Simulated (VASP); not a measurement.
Wanted: the native input for a VASP 6.6.1 run.

- Task: single point
- Functional: LDA
- Potentials or basis: VASP PAW LDA potentials, release 64 (Sr_sv, Tl_d)
- Cutoff: 520 eV
- k mesh: 2 × 2 × 2
- Occupations: gaussian, width 0.1 eV
- Spin: no spin polarisation
- Dipole correction: no
- Further INCAR settings: ALGO = Normal; EDIFF = 1e-06; NBANDS = 18

The structure of SrTl lies in POSCAR:

```
SrTl
1.0
    4.0320000000      0.0000000000      0.0000000000
    0.0000000000      4.0320000000      0.0000000000
    0.0000000000      0.0000000000      4.0320000000
Sr Tl
1 1
Direct
    0.0000000000      0.0000000000      0.0000000000
    0.5000000000      0.5000000000      0.5000000000
```

The input as run:

INCAR

```
ALGO     = Normal         # electronic algorithm
EDIFF    = 1E-6           # SCF threshold, eV
ENCUT    = 520            # plane-wave cutoff, eV
ISIF     = 2              # what is computed and relaxed
ISMEAR   = 0              # smearing method
LASPH    = T              # aspherical terms in the spheres
LCHARG   = T              # write CHGCAR
LELF     = T              # ELF
LREAL    = F              # projectors in reciprocal space
LVHAR    = T            
LWAVE    = F              # write WAVECAR
NBANDS   = 18             # bands
NELM     = 60             # most SCF steps
PREC     = Accurate       # precision mode
SIGMA    = 0.1            # smearing width, eV
```

KPOINTS

```
k-points
0
Gamma
  2 2 2
```

Potentials or basis: VASP PAW LDA potentials, release 64 (Sr_sv, Tl_d).

The run is started by

```sh
$ cat potpaw_LDA.64/Sr_sv/POTCAR potpaw_LDA.64/Tl_d/POTCAR > POTCAR
$ mpirun -np 1 vasp_std > vasp.out
```

It gave:

```json
{"Pressure": "-3.1 GPa"}
```

Caveat: the k points lie up to 0.78 Å⁻¹ apart.

It took 6 s on 1 thread of Intel(R) Xeon(R) Platinum 8488C (Sapphire Rapids), on a shared host, peak memory 0.14 GiB.
